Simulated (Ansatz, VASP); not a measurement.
## One calculation of VSiPt3, two programs

The input INCAR:

```
SYSTEM = VSiPt3
  PREC = Accurate
  ENCUT = 600
  EDIFF = 1E-6
  ISMEAR = 0
  SIGMA = 0.1
  LREAL = .False.
  LASPH = .True.
  NELM = 150
  ALGO = Normal
  ISIF = 3
  LWAVE = .False.
  LCHARG = .False.
  ISPIN = 2
  MAGMOM = 2.75 0 0 0 0
  LORBIT = 11
  LMAXMIX = 4
  GGA = PE
  IBRION = 2
  NSW = 90
  EDIFFG = -0.04
```

Contents of KPOINTS:

```
regular mesh
0
Gamma
  4 4 4
  0 0 0
```

Contents of POSCAR:

```
VSiPt3
1.0
    4.1133087574      0.0000000000      0.0000000000
    0.0000000000      4.1133087574      0.0000000000
    0.0000000000      0.0000000000      4.1133087574
V Si Pt
1 1 3
Direct
    0.0000000000      0.0000000000      0.0000000000
    0.5000000000      0.5000000000      0.5000000000
    0.0000000000      0.5000000000      0.5000000000
    0.5000000000      0.0000000000      0.5000000000
    0.5000000000      0.5000000000      0.0000000000
```

Input for Ansatz:

```yaml
crystal:
  lattice:
    - [4.1133087574, 0.0, 0.0]
    - [0.0, 4.1133087574, 0.0]
    - [0.0, 0.0, 4.1133087574]
  atoms:
    - { symbol: V, position: [0.0, 0.0, 0.0], spin: 2.75 }
    - { symbol: Si, position: [0.5, 0.5, 0.5] }
    - { symbol: Pt, position: [0.0, 0.5, 0.5] }
    - { symbol: Pt, position: [0.5, 0.0, 0.5] }
    - { symbol: Pt, position: [0.5, 0.5, 0.0] }
basis:
  ecutwfc: 420
kpoints:
  mp_grid: { grid: [4, 4, 4] }
hamiltonian:
  xc: pbe
scf:
  occupations: { method: gaussian, width: 0.1 }
  lower_state_search: "off"
output:
  forces: true
  stress: true
  eigenvalues: true
  populations: true
magnetization:
  spin_polarized: true
relax:
  adjacent_minimum: "off"
  f_tol: 0.04
  max_steps: 70
  cell: { stress_tol: 0.4 }
```

Alike in both runs: task relaxation of cell and atoms; functional PBE; k mesh 4 × 4 × 4; occupations gaussian, width 0.1 eV; collinear spin.

|  | VASP | Ansatz |
| --- | --- | --- |
| version | VASP 6.6.1 | Ansatz 0.2.0 |
| potentials or method | VASP PAW PBE potentials, release 64 (V_sv, Si, Pt), cutoff 600 eV | scalar-relativistic, plane waves, PAW |
| valence electrons in the cell | 47 | 71 |

VASP gave:

| Item | Value |
| --- | --- |
| gap on the k mesh at the Fermi level, each at its own relaxed structure (eV) | none |
| net moment per atom (μB) | 0.63 |
| size of the moment on the site where the two differ most (μB) | 2.58 |
| relaxed volume (Å³/atom) | 18.29 |
| relaxed length of the cell vector where the two differ most in proportion (Å) | 4.506 |

Q: What did Ansatz give for the same quantities?

A: gap on the k mesh at the Fermi level, each at its own relaxed structure (eV): none; net moment per atom (μB): 0.63; size of the moment on the site where the two differ most (μB): 2.73; relaxed volume (Å³/atom): 18.27; relaxed length of the cell vector where the two differ most in proportion (Å): 4.504.

Site moments also hang on the region over which each program counts them. A gap of «none» marks a metal or a gap that the smearing closes. VASP's potentials hold 47 valence electrons a cell and Ansatz's 71, so a difference there can come from the potentials and not from the codes.

The k mesh is coarse, so the values compare programs but aren't converged. Spin-orbit coupling is off throughout. Noted on VASP's run: the volume moved by over 15 % at a fixed basis, so the end points are rough.
